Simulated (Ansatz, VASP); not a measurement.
## LuH2: VASP beside Ansatz

```
Lu H
1.0
     0.00000    2.47902    2.47902
     2.47902    0.00000    2.47902
     2.47902    2.47902    0.00000
Lu H
1 2
Direct
  0.00000 0.00000 0.00000
  0.25000 0.25000 0.25000
  0.75000 0.75000 0.75000
```

Alike in both runs: functional PBEsol; k mesh 14 × 14 × 14; occupations gaussian, width 0.1 eV; no spin polarisation.

Ansatz relaxed the structure, and its values are those at the end. VASP's run is a single point on that final structure, the one shown.

|  | VASP | Ansatz |
| --- | --- | --- |
| version | VASP 6.6.1 | Ansatz 0.2.0 |
| potentials or method | VASP PAW PBE potentials, release 64 (Lu, H), cutoff 520 eV | scalar-relativistic, plane waves, PAW |
| valence electrons in the cell | 27 | 27 |

|  | VASP | Ansatz | Ansatz less VASP |
| --- | --- | --- | --- |
| gap on the k mesh at the Fermi level (eV) | none | none | - |
| pressure (GPa) | 0.4 | 0.0 | -0.37 |

VASP's potentials were made for PBE, not for PBEsol. A gap of «none» marks a metal or a gap that the smearing closes.

Spin-orbit coupling is off throughout.
